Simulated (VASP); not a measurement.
# BiN (P4/nmm) in VASP: notebook

The runs below take BiN through relaxation of shape and atoms at fixed volume, with PBEsol.

Program: VASP 6.6.1. These are calculated values, not measurements. Logs are shortened: lines on timing, memory, paths and dates and some standing lists are left out, and cuts for length are marked.

### 1 The cell of the first run

The structure is tetragonal, space group P4/nmm (No. 129). The conventional cell has a = 4.037 Å, b = 4.037 Å, c = 4.896 Å, α = 90.00°, β = 90.00°, γ = 90.00°. Bi (site symmetry 4mm) has 4 N at 2.30 Å within 3.0 Å. N (site symmetry -4m2) has 4 Bi at 2.30 Å and 4 N at 2.85 Å within 3.0 Å.

### 2 Relaxation of shape and atoms at fixed volume, PBEsol (19.94 Å³/atom)

INCAR

```
PREC = Accurate
ENCUT = 600
EDIFF = 1E-6
ISMEAR = 0
SIGMA = 0.05
LREAL = F
LASPH = T
NELM = 60
ALGO = Normal
ISIF = 4
LWAVE = F
LCHARG = F
GGA = PS
IBRION = 2
NSW = 60
EDIFFG = -0.01
```

KPOINTS

```
regular mesh
0
Gamma
  8 8 6
```

POSCAR

```
BiN
1.0
    4.0365020301      0.0000000000      0.0000000000
    0.0000000000      4.0365020301      0.0000000000
    0.0000000000      0.0000000000      4.8961362944
Bi N
2 2
Direct
    0.5000000000      0.0000000000      0.2254688995
    0.0000000000      0.5000000000      0.7745311005
    0.0000000000      0.0000000000      0.0000000000
    0.5000000000      0.5000000000      0.0000000000
```

Potentials or basis: VASP PAW PBE potentials, release 64 (Bi_d, N).

Launch:

```bash
cat potpaw_PBE.64/Bi_d/POTCAR potpaw_PBE.64/N/POTCAR > POTCAR
mpirun -np 1 vasp_std > vasp.out
```

OUTCAR:

```text
PREC = Accurate
   ENCUT = 600
   EDIFF = 1E-6
   ISMEAR = 0
   LREAL = F
   LASPH = T
   NELM = 60
   ISIF = 4
   GGA = PS
   IBRION = 2
   NSW = 60
   EDIFFG = -0.01

 ion  position               nearest neighbor table
   1  0.500  0.000  0.225-   3 2.30   4 2.30   4 2.30   3 2.30   2 3.61   2 3.61   2 3.61   2 3.61
                             2 3.92   2 3.92   2 3.92   2 3.92
   2  0.000  0.500  0.775-   3 2.30   4 2.30   3 2.30   4 2.30   1 3.61   1 3.61   1 3.61   1 3.61
                             1 3.92   1 3.92   1 3.92   1 3.92
   3  0.000  0.000  0.000-   1 2.30   2 2.30   2 2.30   1 2.30
   4  0.500  0.500  0.000-   1 2.30   2 2.30   1 2.30   2 2.30

  LATTYP: Found a simple tetragonal cell.
 ALAT       =     4.0365020301
 C/A-ratio  =     1.2129651510

  Lattice vectors:

 A1 = (   4.0365020301,   0.0000000000,   0.0000000000)
 A2 = (   0.0000000000,   4.0365020301,   0.0000000000)
 A3 = (   0.0000000000,   0.0000000000,   4.8961362944)

Analysis of symmetry for initial positions (statically):
=====================================================================
 Subroutine PRICEL returns:
 Original cell was already a primitive cell.

 Routine SETGRP: Setting up the symmetry group for a
 simple tetragonal supercell.

 Subroutine GETGRP returns: Found 16 space group operations
 (whereof  8 operations were pure point group operations)
 out of a pool of 16 trial point group operations.

The static configuration has the point symmetry D_2d.
 The point group associated with its full space group is D_4h.

Analysis of symmetry for dynamics (positions and initial velocities):
=====================================================================
 Subroutine PRICEL returns:
 Original cell was already a primitive cell.

 Routine SETGRP: Setting up the symmetry group for a
 simple tetragonal supercell.

 Subroutine GETGRP returns: Found 16 space group operations
 (whereof  8 operations were pure point group operations)
 out of a pool of 16 trial point group operations.

The dynamic configuration has the point symmetry D_2d.
 The point group associated with its full space group is D_4h.

 Subroutine INISYM returns: Found 16 space group operations
 (whereof  8 operations are pure point group operations),
 and found     1 'primitive' translations

----------------------------------------------------------------------------------------

                                     Primitive cell

  volume of cell :      79.7745

  direct lattice vectors                    reciprocal lattice vectors
     4.036502030  0.000000000  0.000000000     0.247739254  0.000000000  0.000000000
     0.000000000  4.036502030  0.000000000     0.000000000  0.247739254  0.000000000
     0.000000000  0.000000000  4.896136294     0.000000000  0.000000000  0.204242680

  length of vectors
     4.036502030  4.036502030  4.896136294     0.247739254  0.247739254  0.204242680

  position of ions in fractional coordinates (direct lattice)
     0.500000000  0.000000000  0.225468900
     0.000000000  0.500000000  0.774531100
     0.000000000  0.000000000  0.000000000
     0.500000000  0.500000000  0.000000000

  ion indices of the primitive-cell ions
   primitive index   ion index
                 1           1
                 2           2
                 3           3
                 4           4

----------------------------------------------------------------------------------------

 KPOINTS: regular mesh

Automatic generation of k-mesh.
 Grid dimensions read from file:
 generate k-points for:    8    8    6

 Generating k-lattice:

  Cartesian coordinates                     Fractional coordinates (reciprocal lattice)
     0.030967407  0.000000000  0.000000000     0.125000000  0.000000000  0.000000000
     0.000000000  0.030967407  0.000000000     0.000000000  0.125000000  0.000000000
     0.000000000  0.000000000  0.034040447     0.000000000  0.000000000  0.166666667

  Length of vectors
     0.030967407  0.030967407  0.034040447

  Shift w.r.t. Gamma in fractional coordinates (k-lattice)
     0.000000000  0.000000000  0.000000000

 Subroutine IBZKPT returns following result:
 ===========================================

 Found     60 irreducible k-points:

 Following reciprocal coordinates:
            Coordinates               Weight
  0.000000  0.000000  0.000000      1.000000
  0.125000  0.000000  0.000000      4.000000
  0.250000  0.000000  0.000000      4.000000
  0.375000  0.000000  0.000000      4.000000
  0.500000  0.000000  0.000000      2.000000
  0.125000  0.125000  0.000000      4.000000
[... 16 lines left out ...]
  0.375000  0.125000  0.166667     16.000000
  0.500000  0.125000  0.166667      8.000000
 [... further k-points ...]
   k-points           NKPTS =     60   k-points in BZ     NKDIM =     60   number of bands    NBANDS=     24
   number of dos      NEDOS =    301   number of ions     NIONS =      4
   total plane-waves  NPLWV =  40960
   dimension x,y,z NGX =    32 NGY =   32 NGZ =   40
   dimension x,y,z NGXF=    64 NGYF=   64 NGZF=   80
   ions per type =               2   2
   NGX,Y,Z   is equivalent  to a cutoff of  13.18, 13.18, 13.58 a.u.
   NGXF,Y,Z  is equivalent  to a cutoff of  26.36, 26.36, 27.16 a.u.
 SYSTEM =  unknown system
   PREC   = accura    normal or accurate (medium, high low for compatibility)
   ISTART =      0    job   : 0-new  1-cont  2-samecut
   ICHARG =      2    charge: 1-file 2-atom 10-const
   ISPIN  =      1    spin polarized calculation?
   LNONCOLLINEAR =      F non collinear calculations
   LSORBIT =      F    spin-orbit coupling
   LASPH  =      T    aspherical Exc in radial PAW
   ENCUT  =  600.0 eV  44.10 Ry    6.64 a.u.   8.06  8.06  9.78*2*pi/ulx,y,z
   NELM   =     60;   NELMIN=  2; NELMDL= -5     # of ELM steps
   EDIFF  = 0.1E-05   stopping-criterion for ELM
   LREAL  =      F    real-space projection
   EDIFFG = -.1E-01   stopping-criterion for IOM
   NSW    =     60    number of steps for IOM
   IBRION =      2    ionic relax: 0-MD 1-quasi-New 2-CG
   NFREE  =      1    steps in history (QN), initial steepest desc. (CG)
   ISIF   =      4    stress and relaxation
   ISYM   =      2    0-nonsym 1-usesym 2-fastsym
   POTIM  = 0.5000    time-step for ionic-motion
   TEBEG  =    0.0;   TEEND  =   0.0 temperature during run
   PSTRESS=    0.0 pullay stress
   NELECT =      40.0000    total number of electrons
   NUPDOWN=      -1.0000    fix difference up-down
   EMIN   =  10.00;   EMAX   =-10.00  energy-range for DOS
   EFERMI =   0.00;   METHOD = LEGACY
   ISMEAR =     0;   SIGMA  =   0.05  broadening in eV -4-tet -1-fermi 0-gaus
   EFERMI_NEDOS =   21; number of points for ismear=-14 and -15
   IALGO  =     38    algorithm
   IMIX   =      4    mixing-type and parameters
     AMIX     =   0.40;   BMIX     =  1.00
     AMIX_MAG =   1.60;   BMIX_MAG =  1.00
  volume/ion in A,a.u.               =      19.94       134.59
  Fermi-wavevector in a.u.,A,eV,Ry     =   1.300589  2.457758 23.014701  1.691533
  Thomas-Fermi vector in A             =   2.431778
   LORBIT       =      0    0 simple, 1 ext, 2 COOP (PROOUT), +10 PAW based schemes
   GGA     = PS    functional components
   LHFCALC =     F    Hartree Fock is set to
   AEXX    =    0.0000 exact exchange contribution
   IVDW    =     0    specifies the selected vdW correction
   LEPSILON=     F    determine dielectric tensor
   LRPA    =     F    only Hartree local field effects (RPA)
 conjugate gradient relaxation of ions
 non-spin polarized calculation
 Gauss-broadening in eV      SIGMA  =   0.05
  energy-cutoff  :      600.00
  volume of cell :       79.77
 maximum number of plane-waves:      2712
   NGX = 17   NGY = 17   NGZ = 19

--------------------------------------- Ionic step        1  -------------------------------------------

 number of electron      40.0000010 magnetization

 Free energy of the ion-electron system (eV)
  ---------------------------------------------------
  ext. energy  EPLUGINS =         0.00000000
  ---------------------------------------------------
  free energy    TOTEN  =       -23.61649726 eV

  energy without entropy =      -23.61531019  energy(sigma->0) =      -23.61590372

------------------------ aborting loop because EDIFF is reached ----------------------------------------

  FORCE on cell =-STRESS in cart. coord.  units (eV):
  Direction    XX          YY          ZZ          XY          YZ          ZX
  --------------------------------------------------------------------------------------
  -------------------------------------------------------------------------------------
  Total       -1.0114781     -1.0114781     -0.6636475      0.0000000      0.0000000      0.0000000
  in kB      -20.3143639    -20.3143639    -13.3285892      0.0000000      0.0000000      0.0000000
  external PRESSURE =     -17.9857723 kB  Pullay stress =       0.0000000 kB
[... 137 lines left out ...]
  energy  without entropy=      -23.6203810432  energy(sigma->0) =      -23.62098744

--------------------------------------- Ionic step        5  -------------------------------------------

 number of electron      40.0000014 magnetization

 Free energy of the ion-electron system (eV)
  ---------------------------------------------------
  ext. energy  EPLUGINS =         0.00000000
  ---------------------------------------------------
  free energy    TOTEN  =       -23.62174655 eV

  energy without entropy =      -23.62055223  energy(sigma->0) =      -23.62114939

 E-fermi :   6.4717     XC(G=0): -10.2803

 val. band max:        6.4679991433   @ k =   0.5000   0.5000   0.0000
 cond. band min:       6.5577646792   @ k =   0.1250   0.0000   0.3333
 fundamental gap:      0.0897655358
 Fermi energy:         6.4717381166

 k-point     1 :       0.0000    0.0000    0.0000
  band No.  band energies     occupation
      1     -16.2305      2.00000
      2     -16.1197      2.00000
      3     -16.1197      2.00000
      4     -16.0812      2.00000
      5     -16.0467      2.00000
      6     -16.0428      2.00000
[... 637 lines left out ...]
     23      11.1967      0.00000
     24      11.1967      0.00000

 [... further k-points ...]

------------------------ aborting loop because EDIFF is reached ----------------------------------------

  FORCE on cell =-STRESS in cart. coord.  units (eV):
  Direction    XX          YY          ZZ          XY          YZ          ZX
  --------------------------------------------------------------------------------------
  -------------------------------------------------------------------------------------
  Total       -0.2374466     -0.2374466     -0.2609798      0.0000000      0.0000000      0.0000000
  in kB       -4.7688385     -4.7688385     -5.2414769      0.0000000      0.0000000      0.0000000
  external PRESSURE =      -4.9263846 kB  Pullay stress =       0.0000000 kB
[... 19 lines left out ...]
  FREE ENERGIE OF THE ION-ELECTRON SYSTEM (eV)
  ---------------------------------------------------
  free  energy   TOTEN  =       -23.6217465497 eV

  energy  without entropy=      -23.6205522268  energy(sigma->0) =      -23.62114939

 reached required accuracy - stopping structural energy minimisation
```

It took 2.3 min on 1 thread of Intel Xeon 6975P-C (Granite Rapids), shared host; peak memory 0.28 GiB.

Results:

| Quantity | Value |
| --- | --- |
| Free energy | -23.6217 eV |
| Energy gained by relaxing | 1.3 meV/atom |
| Ionic steps | 5 |
| Pressure after relaxing | -0.5 GPa |
| Band gap on the k mesh | zero (bands 20 and 21 overlap by 0.28 eV) |

The path:
```csv
step,energy change (eV),largest force (eV/Å),pressure (GPa),volume (Å³)
1,0.0000,0.2102,-1.80,79.77
2,-0.0036,0.0540,-1.14,79.77
3,-0.0043,0.0464,-0.75,79.77
4,-0.0051,0.0227,-0.61,79.77
5,-0.0052,0.0018,-0.49,79.77
```

Final structure:
```xyz
4
Lattice="4.0141 0.0000 0.0000 0.0000 4.0141 0.0000 0.0000 0.0000 4.9510" Properties=species:S:1:pos:R:3 pbc="T T T"
Bi    2.0070    0.0000    1.0998
Bi    0.0000    2.0070    3.8512
N     0.0000    0.0000    4.9510
N     2.0070    2.0070    0.0000
```

Caveat: the PAW data sets were made with another functional, which shifts forces and pressure a little; spin-orbit coupling is left out, which moves the levels of the heavy elements.

### 3 Relaxation of shape and atoms at fixed volume, PBEsol (20.33 Å³/atom)

This run uses another cell than the first one, of 20.33 Å³/atom.

INCAR

```
  PREC = Accurate
  ENCUT = 600
  EDIFF = 1E-6
  ISMEAR = 0
  SIGMA = 0.05
  LREAL = False
  LASPH = True
  NELM = 60
  ALGO = Normal
  ISIF = 4
  LWAVE = False
  LCHARG = False
  GGA = PS
  IBRION = 2
  NSW = 60
  EDIFFG = -0.01
```

KPOINTS

```
Automatic mesh
0
Gamma
  8 8 6
```

POSCAR

```
BiN
1.0
    4.0411449918      0.0000000000      0.0000000000
    0.0000000000      4.0411449918      0.0000000000
    0.0000000000      0.0000000000      4.9806743966
Bi N
2 2
Direct
    0.5000000000      0.0000000000      0.2217482612
    0.0000000000      0.5000000000      0.7782517388
    0.0000000000      0.0000000000      0.0000000000
    0.5000000000      0.5000000000      0.0000000000
```

Potentials or basis: VASP PAW PBE potentials, release 64 (Bi_d, N).

Launch:

```bash
cat potpaw_PBE.64/Bi_d/POTCAR potpaw_PBE.64/N/POTCAR > POTCAR
mpirun -np 1 vasp_std > vasp.out
```

OUTCAR:

```text
PREC = Accurate
   ENCUT = 600
   EDIFF = 1E-6
   ISMEAR = 0
   LREAL = False
   LASPH = True
   NELM = 60
   ISIF = 4
   GGA = PS
   IBRION = 2
   NSW = 60
   EDIFFG = -0.01

 ion  position               nearest neighbor table
   1  0.500  0.000  0.222-   3 2.30   4 2.30   4 2.30   3 2.30   2 3.61   2 3.61   2 3.61   2 3.61

   2  0.000  0.500  0.778-   3 2.30   4 2.30   3 2.30   4 2.30   1 3.61   1 3.61   1 3.61   1 3.61

   3  0.000  0.000  0.000-   1 2.30   2 2.30   2 2.30   1 2.30
   4  0.500  0.500  0.000-   1 2.30   2 2.30   1 2.30   2 2.30

  LATTYP: Found a simple tetragonal cell.
 ALAT       =     4.0411449918
 C/A-ratio  =     1.2324908922

  Lattice vectors:

[... 341 lines left out ...]
  ext. energy  EPLUGINS =         0.00000000
  ---------------------------------------------------
  free energy    TOTEN  =       -23.61616715 eV

  energy without entropy =      -23.61493027  energy(sigma->0) =      -23.61554871

 E-fermi :   6.2735     XC(G=0): -10.1619

 val. band max:        6.2723501074   @ k =   0.5000   0.5000   0.0000
 cond. band min:       6.3441685260   @ k =   0.1250   0.0000   0.3333
 fundamental gap:      0.0718184186
 Fermi energy:         6.2735074887

 k-point     1 :       0.0000    0.0000    0.0000
  band No.  band energies     occupation
      1     -16.4229      2.00000
      2     -16.3121      2.00000
      3     -16.3121      2.00000
      4     -16.2742      2.00000
      5     -16.2427      2.00000
      6     -16.2369      2.00000
[... 637 lines left out ...]
     23      11.0071      0.00000
     24      11.0071      0.00000

 [... further k-points ...]

------------------------ aborting loop because EDIFF is reached ----------------------------------------

  FORCE on cell =-STRESS in cart. coord.  units (eV):
  Direction    XX          YY          ZZ          XY          YZ          ZX
  --------------------------------------------------------------------------------------
  -------------------------------------------------------------------------------------
  Total       -0.4171595     -0.4171595     -0.4195113      0.0000000     -0.0000000      0.0000000
  in kB       -8.2170455     -8.2170455     -8.2633704      0.0000000     -0.0000000      0.0000000
  external PRESSURE =      -8.2324872 kB  Pullay stress =       0.0000000 kB
[... 19 lines left out ...]
  FREE ENERGIE OF THE ION-ELECTRON SYSTEM (eV)
  ---------------------------------------------------
  free  energy   TOTEN  =       -23.6161671511 eV

  energy  without entropy=      -23.6149302712  energy(sigma->0) =      -23.61554871

 reached required accuracy - stopping structural energy minimisation
```

Run time: 2 min. Hardware: 1 thread of Intel Xeon 6975P-C (Granite Rapids), shared host; peak memory 0.28 GiB.

Results:

```
Free energy                  : -23.6162 eV
Energy gained by relaxing    : 1.5 meV/atom
Ionic steps                  : 5
Pressure after relaxing      : -0.8 GPa
Largest force after relaxing : 0.004 eV/Å
Band gap on the k mesh       : zero (bands 20 and 21 overlap by 0.30 eV)
```

Forces on the atoms (eV/Å):
```
Bi   0.000  0.000  0.004
Bi   0.000  0.000 -0.004
N    0.000  0.000  0.000
N    0.000  0.000  0.000
```

Step by step:
```csv
step,energy change (eV),largest force (eV/Å),pressure (GPa),volume (Å³)
1,0.0000,0.2137,-2.19,81.34
2,-0.0041,0.0585,-1.52,81.34
3,-0.0049,0.0563,-1.03,81.34
4,-0.0059,0.0238,-0.91,81.34
5,-0.0060,0.0043,-0.82,81.34
```

Final structure:
```cif
data_structure
_symmetry_space_group_name_H-M 'P 1'
_symmetry_Int_Tables_number 1
_cell_length_a 4.0171
_cell_length_b 4.0171
_cell_length_c 5.0405
_cell_angle_alpha 90.000
_cell_angle_beta 90.000
_cell_angle_gamma 90.000
_cell_volume 81.34
loop_
_atom_site_label
_atom_site_type_symbol
_atom_site_fract_x
_atom_site_fract_y
_atom_site_fract_z
_atom_site_occupancy
Bi1 Bi 0.50000 0.00000 0.21830 1
Bi2 Bi 0.00000 0.50000 0.78170 1
N1 N 0.00000 0.00000 0.00000 1
N2 N 0.50000 0.50000 0.00000 1
```

Caveat: the PAW data sets were made with another functional, which shifts forces and pressure a little; spin-orbit coupling is left out, which moves the levels of the heavy elements.
